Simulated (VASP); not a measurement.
## HfSi15O32 (a cell with a defect): electric field gradients with PBE

HfSi15O32 (a cell with a defect):

```
Hf Si O
1.0
    -4.98200    4.98200    6.96300
     4.98200   -4.98200    6.96300
     4.98200    4.98200   -6.96300
Hf Si O
1 15 32
Direct
  0.14949 0.14949 0.29897
  0.64948 0.64948 0.29897
  0.64948 0.14949 0.79897
  0.14949 0.64948 0.79897
  0.52448 0.22551 0.50000
  0.02448 0.72552 0.50000
  0.02448 0.22551 0.00000
  0.52448 0.72552 0.00000
  0.60052 0.60052 0.70103
  0.10051 0.10051 0.70103
  0.10051 0.60052 0.20103
  0.60052 0.10051 0.20103
  0.47552 0.77448 0.50000
  0.97552 0.27448 0.50000
  0.97552 0.77448 0.00000
  0.47552 0.27448 0.00000
  0.14080 0.20901 0.17168
  0.64080 0.70901 0.17168
  0.64080 0.20901 0.67168
  0.14080 0.70901 0.67168
  0.58401 0.41233 0.56821
  0.08401 0.91233 0.56821
  0.08401 0.41233 0.06821
  0.58401 0.91233 0.06821
  0.78733 0.71912 0.82832
  0.28733 0.21912 0.82832
  0.28733 0.71912 0.32832
  0.78733 0.21912 0.32832
  0.59412 0.76580 0.43179
  0.09412 0.26580 0.43179
  0.09412 0.76580 0.93179
  0.59412 0.26580 0.93179
  0.48420 0.65588 0.56821
  0.98420 0.15588 0.56821
  0.98420 0.65588 0.06821
  0.48420 0.15588 0.06821
  0.54099 0.60920 0.82832
  0.04099 0.10920 0.82832
  0.04099 0.60920 0.32832
  0.54099 0.10920 0.32832
  0.33767 0.16599 0.43179
  0.83767 0.66599 0.43179
  0.83767 0.16599 0.93179
  0.33767 0.66599 0.93179
  0.53088 0.46267 0.17168
  0.03088 0.96267 0.17168
  0.03088 0.46267 0.67168
  0.53088 0.96267 0.67168
```

```
Program                : VASP 6.6.1
Task                   : electric field gradients
Functional             : PBE
Potentials or basis    : VASP PAW PBE potentials, release 64 (Hf_pv, Si, O)
Cutoff                 : 520 eV
k mesh                 : 3 × 3 × 3
Occupations            : fermi-dirac, width 0.01 eV
Spin                   : no spin polarisation
Dipole correction      : no
Further INCAR settings : LREAL = Auto; ALGO = Normal; EDIFF = 1e-08; NBANDS = 161
```

The pressure is 17.5 GPa. The largest force is 21.368 eV/Å. The band gap on the k mesh is 5.66 eV. The largest electric field gradient by atom is Hf -35.8; Si -2.8, -2.6, -10.9, -9.4, -2.7, -2.9 (each value once); O +44.6, +87.5, +87.4, +86.7, +86.3, +86.8, +87.3, +87.2, +45.5, +87.1 (each value once) V/Å².

Forces on the atoms (eV/Å):
```
Hf    0.176   0.176   0.000
Si    0.125   0.125   0.000
Si    0.091  -0.016   0.121
Si   -0.016   0.091  -0.121
Si   -0.108   0.618  -0.194
Si   -0.129   0.115  -0.010
Si   -0.217   0.107   0.580
Si   -0.111   0.132  -0.010
Si   -0.119  -0.031   0.111
Si   -0.031  -0.119  -0.111
Si   -0.236  -0.236   0.000
Si   -0.109  -0.109   0.000
Si    0.115  -0.129   0.010
Si    0.618  -0.108   0.194
Si    0.107  -0.217  -0.580
Si    0.132  -0.111   0.010
O    -3.974 -13.159  16.359
O    -0.078   0.088   0.388
O    -0.065   0.435   0.417
O    -0.066   0.093   0.407
O    -0.076  -0.148   0.402
O    -0.112  -0.078   0.412
O     0.040  -0.193   0.475
O    -0.100  -0.079   0.392
O    -0.038  -0.271   0.337
O     0.055  -0.101   0.411
O     0.103  -0.068   0.412
O     0.021  -0.158   0.343
O     0.094   0.078   0.382
O    19.535  -2.551  -6.524
O     0.199   0.093   0.464
O     0.109   0.087   0.364
O    -0.078  -0.112  -0.412
O    -0.148  -0.076  -0.402
O    -0.193   0.040  -0.475
O    -0.079  -0.100  -0.392
O    -0.101   0.055  -0.411
O    -0.271  -0.038  -0.337
O    -0.068   0.103  -0.412
O    -0.158   0.021  -0.343
O    -2.551  19.535   6.524
O     0.078   0.094  -0.382
O     0.093   0.199  -0.464
O     0.087   0.109  -0.364
O     0.088  -0.078  -0.388
O   -13.159  -3.974 -16.359
O     0.435  -0.065  -0.417
O     0.093  -0.066  -0.407
```

Stress tensor (GPa, compression positive):
```
17.20  0.00  0.01
 0.00 17.20 -0.01
 0.01 -0.01 18.21
```

Levels at points of the mesh, in eV from the valence-band top:
| k point | band 129 | band 130 | band 131 | band 132 | band 133 | band 134 |
| --- | --- | --- | --- | --- | --- | --- |
| (0.00, 0.00, 0.00) | -0.20 | -0.13 | -0.02 | 5.66 | 8.03 | 8.05 |

Electric field gradients, principal values (V/Å²):
```
 atom    least   middle  greatest (by size)
 1 Hf   15.493   20.293             -35.786
 2 Si    0.623    2.182              -2.805
 3 Si    0.591    2.055              -2.647
 4 Si    0.591    2.055              -2.647
 5 Si    4.600    6.304             -10.903
 6 Si    0.633    2.190              -2.823
 7 Si    3.521    5.861              -9.382
 8 Si    0.614    2.176              -2.790
 9 Si    0.704    1.996              -2.700
10 Si    0.704    1.996              -2.700
11 Si    0.257    2.632              -2.888
12 Si    0.663    2.022              -2.685
13 Si    0.633    2.190              -2.823
14 Si    4.600    6.304             -10.904
15 Si    3.521    5.860              -9.381
16 Si    0.614    2.176              -2.789
 17 O  -17.758  -26.878              44.636
 18 O  -37.466  -50.060              87.526
 19 O  -39.798  -47.703              87.501
 20 O  -37.559  -49.867              87.426
 21 O  -37.552  -49.136              86.687
 22 O  -37.344  -50.072              87.416
 23 O  -35.782  -50.489              86.270
 24 O  -37.390  -50.030              87.420
 25 O  -36.752  -50.009              86.761
 26 O  -37.289  -50.059              87.348
 27 O  -37.173  -50.017              87.191
 28 O  -37.371  -48.967              86.338
 29 O  -37.478  -50.041              87.519
 30 O  -17.448  -28.040              45.488
 31 O  -36.908  -50.179              87.087
 32 O  -37.427  -49.889              87.316
 33 O  -37.342  -50.070              87.412
 34 O  -37.550  -49.134              86.683
 35 O  -35.780  -50.486              86.266
 36 O  -37.388  -50.028              87.416
 37 O  -37.288  -50.058              87.346
 38 O  -36.751  -50.009              86.759
 39 O  -37.172  -50.017              87.189
 40 O  -37.370  -48.967              86.336
 41 O  -17.450  -28.040              45.490
 42 O  -37.480  -50.043              87.523
 43 O  -36.910  -50.181              87.091
 44 O  -37.429  -49.891              87.320
 45 O  -37.468  -50.060              87.528
 46 O  -17.759  -26.879              44.638
 47 O  -39.800  -47.703              87.503
 48 O  -37.561  -49.867              87.428
```

Wall time 5.2 min on 1 × NVIDIA H100 80GB with 1 thread of AMD EPYC 7R13 Processor (Zen 3), with other jobs on the host, peak memory 2.2 GiB.

Caveat: without QUAD_EFG the Cq values of the log hold for a quadrupole moment of 1 mb, not for the nuclei; spin-orbit coupling is left out, which moves the levels of the heavy elements.
